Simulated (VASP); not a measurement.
The system is RbBr.

```
CELL_PARAMETERS angstrom
0.00000 3.54088 3.54088
3.54088 0.00000 3.54088
3.54088 3.54088 0.00000
ATOMIC_POSITIONS crystal
Rb 0.00000 0.00000 0.00000
Br 0.50000 0.50000 0.50000
```

Base run:

| Property | Result |
| --- | --- |
| Program | VASP 6.6.1 |
| Functional | PBE |
| Potentials or basis | VASP PAW PBE potentials, release 64 (Rb_sv, Br) |
| Cutoff | 500 eV |
| k mesh | 9 × 9 × 9 |
| Occupations | gaussian, width 0.02 eV |
| Spin | no spin polarisation |

Its results: band gap on the k mesh 4.13 eV; pressure -0.3 GPa.

Task: The run is repeated on the same cell with these changes: functional from PBE to PBEsol; cutoff from 500 eV to 520 eV; k mesh from 9 × 9 × 9 to 6 × 6 × 6. What comes out?

Result: Band gap on the k mesh 4.00 eV; pressure -1.1 GPa.

Several settings changed at once.

Caveats: an odd mesh through Γ misses points on the zone boundary, where band edges can lie (at least some runs); the PAW data sets were made with another functional, which shifts forces and pressure a little (at least some runs).
